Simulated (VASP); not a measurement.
Set up this calculation in VASP 6.6.1, as the native input.

* Task: relaxation of volume and atoms at fixed shape
* Functional: LDA
* Potentials or basis: VASP PAW LDA potentials, release 64 (Hf_pv, Ta_pv, N)
* Cutoff: 600 eV
* k mesh: 9 × 9 × 9
* Occupations: gaussian, width 0.05 eV
* Spin: no spin polarisation
* Dipole correction: no
* Further INCAR settings: ALGO = Normal; EDIFF = 1e-06; IBRION = 2; EDIFFG = -0.01; NSW = 80; ISIF = 8

The structure of HfTaN2 lies in POSCAR:

```
HfTaN2
1.0
    1.5863159900      0.9158599600      5.1343890900
   -1.5863159900      0.9158599600      5.1343890900
    0.0000000000     -1.8317199200      5.1343890900
Hf Ta N
1 1 2
Direct
    0.0000000000      0.0000000000      0.0000000000
    0.5000000000      0.5000000000      0.5000000000
    0.2502980000      0.2502980000      0.2502980000
    0.7497020000      0.7497020000      0.7497020000
```

The input as run:

INCAR

```
SYSTEM = HfTaN2
PREC = Accurate ; ENCUT = 600
EDIFF = 1E-6 ; ISMEAR = 0
SIGMA = 0.05 ; LREAL = .False.
LASPH = .True. ; NELM = 80
ALGO = Normal ; ISIF = 8
LWAVE = .False. ; LCHARG = .False.
IBRION = 2 ; NSW = 80
EDIFFG = -0.01
```

KPOINTS

```
regular mesh
0
Gamma
  9 9 9
  0 0 0
```

Potentials or basis: VASP PAW LDA potentials, release 64 (Hf_pv, Ta_pv, N).

Launch:

```console
$ cat potpaw_LDA.64/Hf_pv/POTCAR potpaw_LDA.64/Ta_pv/POTCAR potpaw_LDA.64/N/POTCAR > POTCAR
$ mpirun -np 1 vasp_std > vasp.out
```

It gave:

```
Relaxed volume                        : 10.68 Å³/atom
Relaxed cell                          : a = 5.367 Å, b = 5.367 Å, c = 5.367 Å, α = 33.84°, β = 33.84°, γ = 33.84°
Space group after relaxing (to 0.1 Å) : R-3m (No. 166)
Energy gained by relaxing             : 24.1 meV/atom
Ionic steps                           : 10
Pressure after relaxing               : 0.0 GPa
Band gap on the k mesh                : zero (an odd number of electrons rules out a gap without spin polarisation)
```

Caveat: spin-orbit coupling is left out, which moves the levels of the heavy elements.

Wall time 7.8 min on 1 thread of Intel(R) Xeon(R) 6975P-C (Granite Rapids), on a shared host, peak memory 0.35 GiB.
